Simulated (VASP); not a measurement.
Ga:

```
Ga
1.0
     2.71648    0.00000    0.00000
     0.00000    2.71648    0.00000
     0.00000    0.00000    2.71648
Ga
1
Cartesian
  0.0000 0.0000 0.0000
```

This isn't the form of Ga at room conditions, which is orthorhombic.

```yaml
Program: VASP 6.6.1
Task: relaxation of cell and atoms
Functional: PBEsol
Dispersion: D3(BJ)
Potentials_or_basis: VASP PAW PBE potentials, release 64 (Ga_d)
Cutoff: 600 eV
k_mesh: 10 × 10 × 10
Occupations: fermi-dirac, width 0.05 eV
Spin: no spin polarisation
```

At the start: pressure -5.4 GPa; volume 20.05 Å³/atom.

Question: Where does the relaxation end?

Answer: Over 5 steps the energy falls by 41.6 meV/atom and the volume is 17.95 Å³/atom (-10.5 %); space group Pm-3m (No. 221, to 0.1 Å) before and after.

Step by step:
```tsv
step	energy change (eV)	largest force (eV/Å)	pressure (GPa)	volume (Å³)
1	0.0000	0.0000	-5.39	20.05
2	-0.0411	0.0000	-0.61	18.15
3	-0.0415	0.0000	-0.26	18.01
4	-0.0410	0.0000	0.83	17.74
5	-0.0416	0.0000	0.03	17.95
```

Final structure:
```
CELL_PARAMETERS angstrom
2.61814 0.00000 0.00000
0.00000 2.61814 0.00000
0.00000 0.00000 2.61814
ATOMIC_POSITIONS crystal
Ga 0.00000 0.00000 0.00000
```

Caveat: the PAW data sets were made with another functional, which shifts forces and pressure a little.
